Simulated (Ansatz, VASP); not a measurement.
**Two plane-wave programs on Be3Bi2**

```
CELL_PARAMETERS angstrom
4.16193 0.00000 0.00000
-2.08096 3.60434 0.00000
0.00000 0.00000 6.59421
ATOMIC_POSITIONS crystal
Be 0.00000 0.00000 0.00000
Be 0.33333 0.66667 0.36662
Be 0.66667 0.33333 0.63338
Bi 0.33333 0.66667 0.77187
Bi 0.66667 0.33333 0.22813
```

Change from the starting cell: species swapped into the Mg3Sb2 type (P-3m1, No. 164).

Alike in both runs: task relaxation of cell and atoms; functional PBE; k mesh 6 × 6 × 4; occupations gaussian, width 0.1 eV; no spin polarisation.

```csv
,VASP,Ansatz
version,VASP 6.6.1,Ansatz 0.2.0
potentials or method,"VASP PAW PBE potentials, release 64 (Be, Bi_d), cutoff 600 eV","scalar-relativistic, plane waves, PAW"
valence electrons in the cell,36,36
```

VASP gave:

* gap on the k mesh at the Fermi level, each at its own relaxed structure (eV): none
* relaxed volume (Å³/atom): 19.15
* relaxed length of the cell vector where the two differ most in proportion (Å): 6.988

Q: Estimate Ansatz's values.

A: gap on the k mesh at the Fermi level, each at its own relaxed structure (eV): none; relaxed volume (Å³/atom): 19.15; relaxed length of the cell vector where the two differ most in proportion (Å): 6.983.

A gap of «none» marks a metal or a gap that the smearing closes.

Spin-orbit coupling is off throughout.
